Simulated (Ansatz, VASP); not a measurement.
**One calculation of SnTe, two programs**

File INCAR:

```
PREC = Accurate ; ENCUT = 500
EDIFF = 1E-6 ; ISMEAR = 0
SIGMA = 0.01 ; LREAL = False
LASPH = True ; NELM = 120
ALGO = Normal ; ISIF = 2
LWAVE = False ; LCHARG = False
GGA = PE ; NBANDS = 17
GGA_COMPAT = False
```

KPOINTS

```
Automatic mesh
0
Gamma
  6 6 6
```

POSCAR

```
SnTe
1.0
    0.0000000000      3.1717171644      3.1717171644
    3.1717171644      0.0000000000      3.1717171644
    3.1717171644      3.1717171644      0.0000000000
Sn Te
1 1
Direct
    0.0000000000      0.0000000000      0.0000000000
    0.5000000000      0.5000000000      0.5000000000
```

Input for Ansatz:

```yaml
crystal:
  lattice:
    - [0.0, 3.1717171644174824, 3.1717171644174824]
    - [3.1717171644174824, 0.0, 3.1717171644174824]
    - [3.1717171644174824, 3.1717171644174824, 0.0]
  atoms:
    - { symbol: Sn, position: [0.0, 0.0, 0.0] }
    - { symbol: Te, position: [0.5, 0.5, 0.5] }
basis:
  ecutwfc: 462.593566181796
kpoints:
  mp_grid:
    grid: [6, 6, 6]
hamiltonian:
  xc: pbe
  pseudopotentials:
    kind: paw
scf:
  occupations:
    method: fixed
output:
  stress: true
```

Alike in both runs: task single point; functional PBE; k mesh 6 × 6 × 6; no spin polarisation.

```csv
,VASP,Ansatz
version,VASP 6.6.1,Ansatz 0.2.0
potentials or method,"VASP PAW PBE potentials, release 64 (Sn_d, Te), cutoff 500 eV","plane waves, PAW"
occupations,"gaussian, width 0.01 eV",fixed
valence electrons in the cell,20,30
```

|  | VASP | Ansatz | Ansatz less VASP |
| --- | --- | --- | --- |
| pressure (GPa) | 1.2 | 1.2 | +0.04 |

VASP's potentials hold 20 valence electrons a cell and Ansatz's 30, so a difference there can come from the potentials and not from the codes.

Neither program's run includes spin-orbit coupling.
